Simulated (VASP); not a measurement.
A run of VASP 6.6.1 is set up as follows.

INCAR

```
SYSTEM = Ge
PREC     = Accurate       ! precision mode
ENCUT    = 520            ! plane-wave cutoff, eV
EDIFF    = 1E-6           ! SCF threshold, eV
ISMEAR   = -1             ! smearing method
SIGMA    = 0.05           ! smearing width, eV
LREAL    = .False.        ! projectors in reciprocal space
LASPH    = .True.         ! aspherical terms in the spheres
NELM     = 80             ! most SCF steps
ALGO     = Normal         ! electronic algorithm
ISIF     = 2              ! what is computed and relaxed
LWAVE    = .False.        ! write WAVECAR
LCHARG   = .False.        ! write CHGCAR
GGA      = PE             ! functional
NBANDS   = 21             ! bands
```

KPOINTS

```
Automatic mesh
0
Gamma
  6 6 6
  0 0 0
```

Contents of POSCAR:

```
Ge
1.0
    0.0000000000      2.9202275414      2.9202275414
    2.9202275414      0.0000000000      2.9202275414
    2.9202275414      2.9202275414      0.0000000000
Ge
2
Direct
    0.0000000000      0.0000000000      0.0000000000
    0.2500000000      0.2500000000      0.2500000000
```

Potentials or basis: VASP PAW PBE potentials, release 64 (Ge_d).

Run with:

```bash
$ cat potpaw_PBE.64/Ge_d/POTCAR > POTCAR
$ mpirun -np 1 vasp_std > vasp.out
```

Question: What does it give for the band gap on the k mesh?

Answer: Zero (band 14 reaches 4.12 eV, above the bottom of band 15 at 4.03 eV).

Question: Estimate the pressure.

Answer: -2.1 GPa.

**The experiment to reproduce.**

“Electronic and optical properties of SixGe1-x-ySny alloys lattice-matched to Ge”, 2021, arxiv:2109.02782 reports, for a bulk crystal of Ge at 293 K: band gap 0.666 eV (indirect).

Measured gap of Ge: 0.666 eV (indirect; 293 K; “Electronic and optical properties of SixGe1-x-ySny alloys lattice-matched to Ge”, 2021, arxiv:2109.02782). This calculation gives 0.00 eV (-0.67 eV). 3 values of this kind are on record (0.666 to 0.807 eV); this one was drawn at random among those near their median. Spin-orbit coupling on Ge is left out. The value is that of PBE on a finite k mesh, which can miss the band edges, without temperature or zero-point motion. Semilocal functionals fall short of measured gaps as a rule.
